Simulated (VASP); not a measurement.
Write the native input for VASP 6.6.1 that does the following.

| Property | Result |
| --- | --- |
| Task | single point |
| Functional | PBE |
| Potentials or basis | VASP PAW PBE potentials, release 64 (Hf_pv, Si, O) |
| Cutoff | 520 eV |
| k mesh | 6 × 6 × 10 |
| Occupations | gaussian, width 0.02 eV |
| Spin | no spin polarisation |
| Dipole correction | no |
| Further INCAR settings | ALGO = Normal; EDIFF = 1e-06; NBANDS = 28 |

The structure of HfSiO4 lies in POSCAR:

```
HfSiO4
1.0
    3.1936371409     -3.2899417355      0.0000000000
    3.1936371409      3.2899417355      0.0000000000
    0.0000000000      0.0000000000      2.9746793578
Hf Si O
1 1 4
Direct
    0.5000000000      0.5000000000      0.5000000000
    0.0000000000      0.0000000000      0.0000000000
    0.8218779140      0.1781220860      0.5000000000
    0.7213266596      0.7213266596      0.0000000000
    0.2786733404      0.2786733404      0.0000000000
    0.1781220860      0.8218779140      0.5000000000
```

The input as run:

INCAR

```
ALGO = Normal
EDIFF = 1E-6
ENCUT = 520
GGA = PE
ISIF = 2
ISMEAR = 0
LASPH = T
LCHARG = F
LREAL = F
LWAVE = F
NBANDS = 28
NELM = 100
PREC = Accurate
SIGMA = 0.02
```

KPOINTS

```
k-points
0
Gamma
  6 6 10
```

Potentials or basis: VASP PAW PBE potentials, release 64 (Hf_pv, Si, O).

Launch:

```console
$ cat potpaw_PBE.64/Hf_pv/POTCAR potpaw_PBE.64/Si/POTCAR potpaw_PBE.64/O/POTCAR > POTCAR
$ mpirun -np 1 vasp_std > vasp.out
```

Results of the run:

The pressure is -1.6 GPa and the largest force is 0.232 eV/Å. The band gap on the k mesh is 1.77 eV.

Caveat: spin-orbit coupling is left out, which moves the levels of the heavy elements.

Wall time 74 s on 1 thread of Intel(R) Xeon(R) Platinum 8488C (Sapphire Rapids), with other jobs on the host, peak memory 0.26 GiB.
